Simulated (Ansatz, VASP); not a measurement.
**Two plane-wave programs on MoS2**

The input INCAR:

```
SYSTEM = MoS2
PREC     = Accurate       ! precision mode
ENCUT    = 520            ! plane-wave cutoff, eV
EDIFF    = 1E-7           ! SCF threshold, eV
ISMEAR   = 0              ! smearing method
SIGMA    = 0.05           ! smearing width, eV
LREAL    = .FALSE.        ! projectors in reciprocal space
LASPH    = .TRUE.         ! aspherical terms in the spheres
NELM     = 80             ! most SCF steps
ALGO     = Normal         ! electronic algorithm
ISIF     = 2              ! what is computed and relaxed
LWAVE    = .FALSE.        ! write WAVECAR
LCHARG   = .TRUE.         ! write CHGCAR
GGA      = PE             ! functional
IVDW     = 12             ! dispersion correction
LELF     = .TRUE.         ! ELF
LVHAR    = .TRUE.       
NBANDS   = 64             ! bands
```

File KPOINTS:

```
regular mesh
0
G
  6 6 4
  0 0 0
```

The input POSCAR:

```
MoS2
1.0
    6.2994479940      0.0000000001      0.0000000000
   -3.1497239971      5.4554819926      0.0000000000
    0.0000000000      0.0000000000      6.6475426602
Mo S
4 8
Direct
    0.4895844388      0.4947922194      0.0073638821
    0.5000000000      0.0000000000      0.0000000000
    0.0000000000      0.5000000000      0.0000000000
    0.0000000000      0.0000000000      0.0000000000
    0.1666666667      0.3333333333      0.2356692374
    0.1666666667      0.8333333333      0.2356692374
    0.6666666667      0.3333333333      0.2356692374
    0.6666666667      0.8333333333      0.2356692374
    0.1666666667      0.3333333333      0.7643307626
    0.1666666667      0.8333333333      0.7643307626
    0.6666666667      0.3333333333      0.7643307626
    0.6666666667      0.8333333333      0.7643307626
```

Input for Ansatz:

```yaml
crystal:
  lattice:
    - [6.299447994, 1.0e-10, 0.0]
    - [-3.1497239971, 5.4554819926, 0.0]
    - [0.0, 0.0, 6.6475426602]
  atoms:
    - { symbol: Mo, position: [0.4895844388, 0.4947922194, 0.0073638821] }
    - { symbol: Mo, position: [0.5, 0.0, 0.0] }
    - { symbol: Mo, position: [0.0, 0.5, 0.0] }
    - { symbol: Mo, position: [0.0, 0.0, 0.0] }
    - { symbol: S, position: [0.1666666667, 0.3333333333, 0.2356692374] }
    - { symbol: S, position: [0.1666666667, 0.8333333333, 0.2356692374] }
    - { symbol: S, position: [0.6666666667, 0.3333333333, 0.2356692374] }
    - { symbol: S, position: [0.6666666667, 0.8333333333, 0.2356692374] }
    - { symbol: S, position: [0.1666666667, 0.3333333333, 0.7643307626] }
    - { symbol: S, position: [0.1666666667, 0.8333333333, 0.7643307626] }
    - { symbol: S, position: [0.6666666667, 0.3333333333, 0.7643307626] }
    - { symbol: S, position: [0.6666666667, 0.8333333333, 0.7643307626] }
basis:
  ecutwfc: 420
kpoints:
  mp_grid: { grid: [6, 6, 4] }
hamiltonian:
  xc: pbe
  dispersion: d3bj
scf:
  occupations: { method: gaussian, width: 0.05 }
output:
  forces: true
  stress: true
  eigenvalues: true
```

Alike in both runs: task single point; functional PBE; dispersion D3(BJ); k mesh 6 × 6 × 4; occupations gaussian, width 0.05 eV; no spin polarisation.

|  | VASP | Ansatz |
| --- | --- | --- |
| version | VASP 6.6.1 | Ansatz 0.2.0 |
| potentials or method | VASP PAW PBE potentials, release 64 (Mo_sv, S), cutoff 520 eV | scalar-relativistic, plane waves, PAW |
| valence electrons in the cell | 104 | 104 |

```tsv
	VASP	Ansatz	Ansatz less VASP
gap on the k mesh at the Fermi level (eV)	1.14	1.13	-0.012
least direct gap on the mesh (eV)	1.60	1.60	-0.001
pressure (GPa)	0.0	0.1	+0.13
traceless stress, the component that is largest in VASP (GPa)	0.24	0.24	+0.002
rms of the force components (eV/Å)	0.373	0.374	+0.0010
```

Atom by atom the forces differ by 0.006 eV/Å (rms over components).
